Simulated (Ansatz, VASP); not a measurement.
Ni in VASP and in Ansatz

```
Ni
1.0
     0.00000    1.77966    1.77966
     1.77966    0.00000    1.77966
     1.77966    1.77966    0.00000
Ni
1
Direct
  0.00000 0.00000 0.00000
```

Change from the starting cell: volume scaled by 1.02.

Alike in both runs: task single point; functional PBE; k mesh 20 × 20 × 20; occupations fermi-dirac, width 0.05 eV; collinear spin.

|  | VASP | Ansatz |
| --- | --- | --- |
| version | VASP 6.6.1 | Ansatz 0.2.0 |
| potentials or method | VASP PAW PBE potentials, release 64 (Ni), cutoff 520 eV | all-electron LAPW, scalar-relativistic |

|  | VASP | Ansatz | Ansatz less VASP |
| --- | --- | --- | --- |
| pressure (GPa) | -6.2 | -6.3 | -0.11 |
| net moment per atom (μB) | 0.63 | 0.64 | +0.011 |
| size of the moment on the site where the two differ most (μB) | 0.65 | 0.67 | +0.021 |

Site moments also hang on the region over which each program counts them. Ansatz ran all-electron here, and VASP with PAW potentials.
